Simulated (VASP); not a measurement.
Hg:

```
CELL_PARAMETERS angstrom
4.54000 0.00000 0.00000
-2.27000 3.93176 0.00000
0.00000 0.00000 3.87000
ATOMIC_POSITIONS crystal
Hg 0.33333 0.66667 0.50000
Hg 0.00000 0.00000 0.00000
Hg 0.66667 0.33333 0.50000
```

Base run:

| Property | Result |
| --- | --- |
| Program | VASP 6.6.1 |
| Functional | PBE |
| Potentials or basis | VASP PAW PBE potentials, release 64 (Hg) |
| Cutoff | 520 eV |
| k mesh | 6 × 6 × 6 |
| Occupations | gaussian, width 0.1 eV |
| Spin | no spin polarisation |

Its results: band gap on the k mesh zero (bands 18 and 19 overlap by 6.12 eV); pressure 13.8 GPa.

The run is repeated on the same cell with these changes: functional from PBE to r2SCAN. What comes out?

Band gap on the k mesh zero (bands 18 and 19 overlap by 6.22 eV); pressure 12.4 GPa.

Caveats: spin-orbit coupling is left out, which moves the levels of the heavy elements; the stress differs along the axes, from 5 to 18 GPa (at least some runs); the stress differs along the axes, from 4 to 16 GPa (at least some runs); the PAW data sets were made with another functional, which shifts forces and pressure a little (at least some runs).
